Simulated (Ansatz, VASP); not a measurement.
## One calculation of GaP, two programs

```
Ga P
1.0
     3.22344    0.00000    0.00000
     0.00000    3.22344    0.00000
     0.00000    0.00000    3.22344
Ga P
1 1
Direct
  0.50000 0.50000 0.50000
  0.00000 0.00000 0.00000
```

Alike in both runs: task relaxation of cell and atoms; functional PBE; k mesh 18 × 18 × 18; occupations gaussian, width 0.1 eV; no spin polarisation.

|  | VASP | Ansatz |
| --- | --- | --- |
| version | VASP 6.6.1 | Ansatz 0.2.0 |
| potentials or method | VASP PAW PBE potentials, release 64 (Ga_d, P), cutoff 600 eV | scalar-relativistic, plane waves, PAW |
| valence electrons in the cell | 18 | 18 |

Ansatz gave:

```
gap on the k mesh at the Fermi level, each at its own relaxed structure (eV) : none
relaxed volume (Å³/atom)                                                     : 16.63
relaxed length of the cell vector where the two differ most in proportion (Å)              : 3.216
```

Problem. Estimate VASP's values.

Solution. gap on the k mesh at the Fermi level, each at its own relaxed structure (eV): none; relaxed volume (Å³/atom): 16.64; relaxed length of the cell vector where the two differ most in proportion (Å): 3.217.

A gap of «none» marks a metal or a gap that the smearing closes.

Noted on VASP's run: too few bands were computed for a metal, which touches its energy and stress.
